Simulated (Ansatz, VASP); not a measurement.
**Two plane-wave programs on CdSe4**

```
Cd Se
1.0
     5.07560    0.00000    0.00000
     0.00000    5.07560    0.00000
     0.00000    0.00000    5.07560
Cd Se
1 4
Direct
  0.00000 0.00000 0.00000
  0.30715 0.30715 0.30715
  0.69285 0.69285 0.30715
  0.30715 0.69285 0.69285
  0.69285 0.30715 0.69285
```

Change from the starting cell: species swapped into the SnI4 type (P-43m, No. 215).

Alike in both runs: functional PBE; k mesh 4 × 4 × 4; occupations gaussian, width 0.1 eV; no spin polarisation.

Ansatz relaxed the structure, and its values are those at the end. VASP's run is a single point on that final structure, the one shown.

|  | VASP | Ansatz |
| --- | --- | --- |
| version | VASP 6.6.1 | Ansatz 0.2.0 |
| potentials or method | VASP PAW PBE potentials, release 64 (Cd, Se), cutoff 520 eV | scalar-relativistic, plane waves, PAW |
| valence electrons in the cell | 36 | 84 |

```tsv
	VASP	Ansatz	Ansatz less VASP
gap on the k mesh at the Fermi level (eV)	none	none	-
pressure (GPa)	0.2	0.1	-0.12
rms of the force components (eV/Å)	0.007	0.006	-0.0010
```

A gap of «none» marks a metal or a gap that the smearing closes. The functional is the same, so the differences come from potentials, cutoffs and numerics. VASP's potentials hold 36 valence electrons a cell and Ansatz's 84, so a difference there can come from the potentials and not from the codes.
